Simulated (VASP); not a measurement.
Wanted: the native input for a VASP 6.6.1 run.

| Property | Result |
| --- | --- |
| Task | single point |
| Functional | PBE |
| Potentials or basis | VASP PAW PBE potentials, release 64 (Ti_sv, Be, Al, B) |
| Cutoff | 520 eV |
| k mesh | 6 × 6 × 2 |
| Occupations | gaussian, width 0.1 eV |
| Spin | no spin polarisation |
| Dipole correction | no |
| Further INCAR settings | ALGO = Fast; EDIFF = 1e-07; NBANDS = 24 |

The structure of Ti2BeAlB lies in POSCAR:

```
Ti2BeAlB
1.0
    2.8407057253     -0.0000000029      0.0000000000
   -1.4203528601      2.4601233243      0.0000000000
    0.0000000000      0.0000000000      9.7272961684
Ti Be Al B
2 1 1 1
Direct
    0.0000000000      0.0000000000      0.0126255484
    0.0000000000      0.0000000000      0.3525844523
    0.3333333333      0.6666666667      0.5661748381
    0.6666666667      0.3333333333      0.7698894558
    0.3333333333      0.6666666667      0.1827630055
```

One way to write it, as run:

INCAR

```
  ALGO = Fast
  EDIFF = 1E-7
  ENCUT = 520
  GGA = PE
  ISIF = 2
  ISMEAR = 0
  LASPH = True
  LCHARG = False
  LREAL = False
  LWAVE = False
  NBANDS = 24
  NELM = 80
  PREC = Accurate
  SIGMA = 0.1
```

KPOINTS

```
k-points
0
Gamma
  6 6 2
```

Potentials or basis: VASP PAW PBE potentials, release 64 (Ti_sv, Be, Al, B).

Launch:

```sh
$ cat potpaw_PBE.64/Ti_sv/POTCAR potpaw_PBE.64/Be/POTCAR potpaw_PBE.64/Al/POTCAR potpaw_PBE.64/B/POTCAR > POTCAR
$ mpirun -np 1 vasp_std > vasp.out
```

It gave:

The pressure is 0.0 GPa. The largest force is 0.010 eV/Å and the band gap on the k mesh is zero (band 16 reaches 8.15 eV, above the bottom of band 17 at 6.45 eV).

Caveat: the k points lie up to 0.43 Å⁻¹ apart.

Run time: 3.1 min on 1 thread of AMD EPYC 7R43 64-Core Processor (Zen 3) (shared host), peak memory 0.16 GiB.
